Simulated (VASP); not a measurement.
# Ge (Imma) in VASP: notebook

Runs on Ge. Level: PBE. Tasks: single point.

All numbers are computed with VASP 6.6.1; they aren't measurements. Logs are shortened: lines on timing, memory, paths and dates and some standing lists are left out, and cuts for length are marked.

## 1. The cell of the first run

It takes space group Imma (No. 74, orthorhombic). Conventional cell: a = 4.033 Å, b = 4.114 Å, c = 5.992 Å, α = 90.00°, β = 90.00°, γ = 90.00°. Ge (site symmetry mm2) has 4 Ge at 2.51 to 2.54 Å within 3.3 Å.

## 2. Single point, PBE (engineering shear strain xy -0.0200, normal strain along z +0.0400)

INCAR

```
SYSTEM = Ge
PREC = Accurate
ENCUT = 520
EDIFF = 1E-6
ISMEAR = 0
SIGMA = 0.15
LREAL = .FALSE.
LASPH = .TRUE.
NELM = 100
ALGO = Normal
ISIF = 2
LWAVE = .FALSE.
LCHARG = .FALSE.
GGA = PE
NBANDS = 21
```

KPOINTS

```
Automatic mesh
0
G
  14 14 14
  0 0 0
```

POSCAR

```
Ge
1.0
   -0.0288053477      2.8805347716      2.9957561625
    2.8805347716     -0.0288053477      2.9957561625
    2.8517294239      2.8517294239      0.0000000000
Ge
2
Direct
    0.5000000000      0.5000000000      0.5000000000
    0.7500000000      0.7500000000      0.7500000000
```

Potentials or basis: VASP PAW PBE potentials, release 64 (Ge_d).

Run with:

```console
cat potpaw_PBE.64/Ge_d/POTCAR > POTCAR
mpirun -np 1 vasp_std > vasp.out
```

OUTCAR:

```text
SYSTEM = Ge
   PREC = Accurate
   ENCUT = 520
   EDIFF = 1E-6
   ISMEAR = 0
   LREAL = .FALSE.
   LASPH = .TRUE.
   NELM = 100
   ISIF = 2
   GGA = PE

 ion  position               nearest neighbor table
   1  0.500  0.500  0.500-   2 2.51   2 2.51   2 2.54   2 2.54
   2  0.750  0.750  0.750-   1 2.51   1 2.51   1 2.54   1 2.54

  LATTYP: Found a body centered orthorhombic cell.
 ALAT       =     4.0329544275
 B/A-ratio  =     1.0202020202
 C/A-ratio  =     1.4856384898

  Lattice vectors:

 A1 = (  -2.8805347716,   0.0288053477,   2.9957561625)
 A2 = (   2.8805347716,  -0.0288053477,   2.9957561625)
 A3 = (  -0.0288053477,   2.8805347716,  -2.9957561625)

Analysis of symmetry for initial positions (statically):
=====================================================================
 Subroutine PRICEL returns:
 Original cell was already a primitive cell.

 Routine SETGRP: Setting up the symmetry group for a
 body centered orthorhombic supercell.

 Subroutine GETGRP returns: Found  8 space group operations
 (whereof  4 operations were pure point group operations)
 out of a pool of  8 trial point group operations.

The static configuration has the point symmetry C_2v.
 The point group associated with its full space group is D_2h.

Analysis of symmetry for dynamics (positions and initial velocities):
=====================================================================
 Subroutine PRICEL returns:
 Original cell was already a primitive cell.

 Routine SETGRP: Setting up the symmetry group for a
 body centered orthorhombic supercell.

 Subroutine GETGRP returns: Found  8 space group operations
 (whereof  4 operations were pure point group operations)
 out of a pool of  8 trial point group operations.

The dynamic configuration has the point symmetry C_2v.
 The point group associated with its full space group is D_2h.

 Subroutine INISYM returns: Found  8 space group operations
 (whereof  4 operations are pure point group operations),
 and found     1 'primitive' translations

----------------------------------------------------------------------------------------

                                     Primitive cell

  volume of cell :      49.7095

  direct lattice vectors                    reciprocal lattice vectors
    -0.028805348  2.880534772  2.995756163    -0.171860277  0.171860277  0.166902769
     2.880534772 -0.028805348  2.995756163     0.171860277 -0.171860277  0.166902769
     2.851729424  2.851729424  0.000000000     0.175332202  0.175332202 -0.166902769

  length of vectors
[... 81 lines left out ...]
   NELM   =    100;   NELMIN=  2; NELMDL= -5     # of ELM steps
   EDIFF  = 0.1E-05   stopping-criterion for ELM
   LREAL  =      F    real-space projection
   EDIFFG = 0.1E-04   stopping-criterion for IOM
   NSW    =      0    number of steps for IOM
   IBRION =     -1    ionic relax: 0-MD 1-quasi-New 2-CG
   NFREE  =      0    steps in history (QN), initial steepest desc. (CG)
   ISIF   =      2    stress and relaxation
   ISYM   =      2    0-nonsym 1-usesym 2-fastsym
   POTIM  = 0.5000    time-step for ionic-motion
   TEBEG  =    0.0;   TEEND  =   0.0 temperature during run
   PSTRESS=    0.0 pullay stress
   NELECT =      28.0000    total number of electrons
   NUPDOWN=      -1.0000    fix difference up-down
   EMIN   =  10.00;   EMAX   =-10.00  energy-range for DOS
   EFERMI =   0.00;   METHOD = LEGACY
   ISMEAR =     0;   SIGMA  =   0.15  broadening in eV -4-tet -1-fermi 0-gaus
   EFERMI_NEDOS =   21; number of points for ismear=-14 and -15
   IALGO  =     38    algorithm
   IMIX   =      4    mixing-type and parameters
     AMIX     =   0.40;   BMIX     =  1.00
     AMIX_MAG =   1.60;   BMIX_MAG =  1.00
  volume/ion in A,a.u.               =      24.85       167.73
  Fermi-wavevector in a.u.,A,eV,Ry     =   1.352014  2.554935 24.870647  1.827941
  Thomas-Fermi vector in A             =   2.479388
   LORBIT       =      0    0 simple, 1 ext, 2 COOP (PROOUT), +10 PAW based schemes
   GGA     = PE    functional components
   LHFCALC =     F    Hartree Fock is set to
   AEXX    =    0.0000 exact exchange contribution
   IVDW    =     0    specifies the selected vdW correction
   LEPSILON=     F    determine dielectric tensor
   LRPA    =     F    only Hartree local field effects (RPA)
 non-spin polarized calculation
 Gauss-broadening in eV      SIGMA  =   0.15
  energy-cutoff  :      520.00
  volume of cell :       49.71
 maximum number of plane-waves:      1359
   NGX = 15   NGY = 15   NGZ = 15

 number of electron      27.9999988 magnetization

 Free energy of the ion-electron system (eV)
  ---------------------------------------------------
  ext. energy  EPLUGINS =         0.00000000
  ---------------------------------------------------
  free energy    TOTEN  =        -9.01009989 eV

  energy without entropy =       -9.00891074  energy(sigma->0) =       -9.00950531

 E-fermi :   4.0987     XC(G=0):  -9.4927

 val. band max:        4.0948731205   @ k =   0.0000   0.0000   0.0714
 cond. band min:       4.1149386430   @ k =   0.0714   0.0714   0.1429
 fundamental gap:      0.0200655225
 Fermi energy:         4.0987249038

 k-point     1 :       0.0000    0.0000    0.0000
  band No.  band energies     occupation
      1     -20.5912      2.00000
      2     -20.5776      2.00000
      3     -20.5752      2.00000
      4     -20.5521      2.00000
      5     -20.5517      2.00000
      6     -20.3967      2.00000
[... 565 lines left out ...]
     20      12.9980      0.00000
     21      13.8815      0.00000

 [... further k-points ...]

------------------------ aborting loop because EDIFF is reached ----------------------------------------

  FORCE on cell =-STRESS in cart. coord.  units (eV):
  Direction    XX          YY          ZZ          XY          YZ          ZX
  --------------------------------------------------------------------------------------
  -------------------------------------------------------------------------------------
  Total       -0.3602281     -0.3602281     -1.1772528      0.3986842      0.0000000      0.0000000
  in kB      -11.6104468    -11.6104468    -37.9438190     12.8499184      0.0000000      0.0000000
  external PRESSURE =     -20.3882376 kB  Pullay stress =       0.0000000 kB

 VOLUME and BASIS-vectors are now :
 -----------------------------------------------------------------------------
  energy-cutoff  :      520.00
  volume of cell :       49.71
      direct lattice vectors                 reciprocal lattice vectors
    -0.028805348  2.880534772  2.995756163    -0.171860277  0.171860277  0.166902769
     2.880534772 -0.028805348  2.995756163     0.171860277 -0.171860277  0.166902769
     2.851729424  2.851729424  0.000000000     0.175332202  0.175332202 -0.166902769

 POSITION                                       TOTAL-FORCE (eV/Angst)
 -----------------------------------------------------------------------------------
      2.85173      2.85173      2.99576         0.000000      0.000000     -0.123054
      4.27759      4.27759      4.49363        -0.000000     -0.000000      0.123054
 -----------------------------------------------------------------------------------
    total drift:                               -0.000000     -0.000000      0.000000

  FREE ENERGIE OF THE ION-ELECTRON SYSTEM (eV)
  ---------------------------------------------------
  free  energy   TOTEN  =        -9.0100998857 eV

  energy  without entropy=       -9.0089107423  energy(sigma->0) =       -9.00950531
```

OSZICAR:

```text
N       E                     dE             d eps       ncg     rms          rms(c)
DAV:   1     0.194132662865E+03    0.19413E+03   -0.14750E+04 20064   0.353E+03
DAV:   2     0.196455953448E+02   -0.17449E+03   -0.16919E+03 18066   0.619E+02
DAV:   3    -0.808367199171E+01   -0.27729E+02   -0.27559E+02 20776   0.145E+02
DAV:   4    -0.905424089109E+01   -0.97057E+00   -0.97008E+00 20211   0.317E+01
DAV:   5    -0.907079622740E+01   -0.16555E-01   -0.16555E-01 20534   0.464E+00    0.281E+00
DAV:   6    -0.903028219452E+01    0.40514E-01   -0.18576E-02 22938   0.154E+00    0.166E+00
DAV:   7    -0.900835781261E+01    0.21924E-01   -0.37488E-02 19636   0.191E+00    0.139E-01
DAV:   8    -0.900982498692E+01   -0.14672E-02   -0.51425E-03 20401   0.929E-01    0.441E-02
DAV:   9    -0.901006906096E+01   -0.24407E-03   -0.28130E-04 20241   0.182E-01    0.139E-02
DAV:  10    -0.901009727379E+01   -0.28213E-04   -0.44304E-05 21168   0.631E-02    0.566E-03
DAV:  11    -0.901009993101E+01   -0.26572E-05   -0.68177E-06 19138   0.350E-02    0.181E-03
DAV:  12    -0.901009988574E+01    0.45269E-07   -0.51278E-07 13650   0.129E-02
   1 F= -.90100999E+01 E0= -.90095053E+01  d E =-.118914E-02
```

Run time: 2.4 min. Hardware: 1 thread of Intel Xeon 6975P-C (Granite Rapids), shared host; peak memory 0.44 GiB.

Results:

```yaml
Free_energy: -9.0101 eV
Pressure: -2.0 GPa
Largest_force: 0.123 eV/Å
Band_gap_on_the_k_mesh: zero (bands 14 and 15 overlap by 0.25 eV)
```

Forces in eV/Å, atoms in the order of the input:
```
Ge   0.000  0.000 -0.123
Ge   0.000  0.000  0.123
```

Caveat: the cell differs from its parent crystal (engineering shear strain xy -0.0200, normal strain along z +0.0400); semilocal functionals underestimate gaps, so a narrow gap can read as zero.

## 3. Single point, PBE (engineering shear strain xy -0.0600, normal strain along z +0.0000)

INCAR

```
SYSTEM = Ge
PREC = Accurate ; ENCUT = 520
EDIFF = 1E-7 ; ISMEAR = 0
SIGMA = 0.15 ; LREAL = .FALSE.
LASPH = .TRUE. ; NELM = 60
ALGO = Normal ; ISIF = 2
LWAVE = .FALSE. ; LCHARG = .TRUE.
GGA = PE ; LELF = .TRUE.
LVHAR = .TRUE. ; NBANDS = 21
```

KPOINTS is that of step 2.

POSCAR

```
Ge
1.0
   -0.0864160431      2.8805347716      2.8805347716
    2.8805347716     -0.0864160431      2.8805347716
    2.7941187285      2.7941187285      0.0000000000
Ge
2
Direct
    0.5000000000      0.5000000000      0.5000000000
    0.7500000000      0.7500000000      0.7500000000
```

Potentials or basis: VASP PAW PBE potentials, release 64 (Ge_d).

Run with:

```console
cat potpaw_PBE.64/Ge_d/POTCAR > POTCAR
mpirun -np 1 vasp_std > vasp.out
```

Wall time 8.3 min (1 thread of Intel Xeon 8259CL, shared host); peak memory 0.43 GiB.

The run converged. Its results:

- Free energy: -8.9985 eV
- Pressure: 0.3 GPa
- Largest force: 0.449 eV/Å
- Band gap on the k mesh: zero (bands 14 and 15 overlap by 0.17 eV)

Forces in eV/Å, atoms in the order of the input:
```
Ge   0.000  0.000 -0.449
Ge   0.000  0.000  0.449
```

Stress tensor (GPa, compression positive):
```
0.39 4.34 0.00
4.34 0.39 0.00
0.00 0.00 0.26
```

Levels at points of the mesh, in eV from the Fermi level:
```tsv
k point	band 12	band 13	band 14	band 15	band 16	band 17
(0.00, 0.00, 0.00)	-0.50	0.00	0.01	0.08	2.14	2.67
(0.50, 0.00, 0.00)	-7.23	-1.16	-1.14	0.27	3.62	4.09
(0.50, 0.50, 0.00)	-8.37	-3.12	-2.57	0.55	1.20	9.05
(0.00, 0.00, 0.50)	-7.44	-1.46	-1.38	-0.17	3.44	3.90
(0.50, 0.00, 0.50)	-8.66	-2.85	-2.85	0.85	0.85	8.91
```

Caveat: the cell differs from its parent crystal (engineering shear strain xy -0.0600, normal strain along z +0.0000); semilocal functionals underestimate gaps, so a narrow gap can read as zero.
